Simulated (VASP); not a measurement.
Write the native input for VASP 6.6.1 that does the following.

```
Task                   : single point
Functional             : r2SCAN
Potentials or basis    : VASP PAW PBE potentials, release 64 (C)
Cutoff                 : 520 eV
k mesh                 : 18 × 18 × 6
Occupations            : gaussian, width 0.1 eV
Spin                   : no spin polarisation
Dipole correction      : no
Further INCAR settings : ALGO = Normal; EDIFF = 1e-06; NBANDS = 16
```

C:

```xyz
4
Lattice="2.4570 0.0000 0.0000 -1.2285 2.1278 0.0000 0.0000 0.0000 7.2546" Properties=species:S:1:pos:R:3 pbc="T T T"
C     0.0000    0.0000    0.0181
C     0.0000    0.0000    3.6454
C     0.0000    1.4186    0.0181
C     1.2285    0.7093    3.6454
```

This cell differs from its parent crystal: volume scaled by 1.03, then relaxed in part.

The input as run:

POSCAR

```
C
1.0
    2.4570212806      0.0000000000      0.0000000000
   -1.2285106403      2.1278428466      0.0000000000
    0.0000000000      0.0000000000      7.2545983876
C
4
Direct
    0.0000000000      0.0000000000      0.0025000000
    0.0000000000      0.0000000000      0.5025000000
    0.3333333333      0.6666666667      0.0025000000
    0.6666666667      0.3333333333      0.5025000000
```

INCAR.step1

```
PREC = Accurate
ENCUT = 520
ISMEAR = 0
SIGMA = 0.1
LREAL = F
LASPH = T
NELM = 80
NBANDS = 16
GGA = PE
ALGO = Normal
EDIFF = 1E-4
LWAVE = T
LCHARG = F
```

INCAR.step2

```
PREC = Accurate
ENCUT = 520
EDIFF = 1E-6
ISMEAR = 0
SIGMA = 0.1
LREAL = F
LASPH = T
NELM = 80
ALGO = Normal
ISIF = 2
LWAVE = F
LCHARG = F
METAGGA = R2SCAN
LMIXTAU = T
NBANDS = 16
ISTART = 1
```

KPOINTS

```
regular mesh
0
Gamma
  18 18 6
```

Potentials or basis: VASP PAW PBE potentials, release 64 (C).

Command:

```sh
$ cat potpaw_PBE.64/C/POTCAR > POTCAR
$ cp INCAR.step1 INCAR
$ mpirun -np 1 vasp_std > vasp.out
$ cp INCAR.step2 INCAR
$ mpirun -np 1 vasp_std > vasp.out
```

It gave:

```
Pressure               : 0.1 GPa
Band gap on the k mesh : zero (band 8 reaches 4.02 eV, above the bottom of band 9 at 4.01 eV)
```

Caveat: the PAW data sets were made with another functional, which shifts forces and pressure a little.

It took 3.3 min on 1 thread of Intel Xeon 6975P-C, on a shared host, peak memory 0.19 GiB.
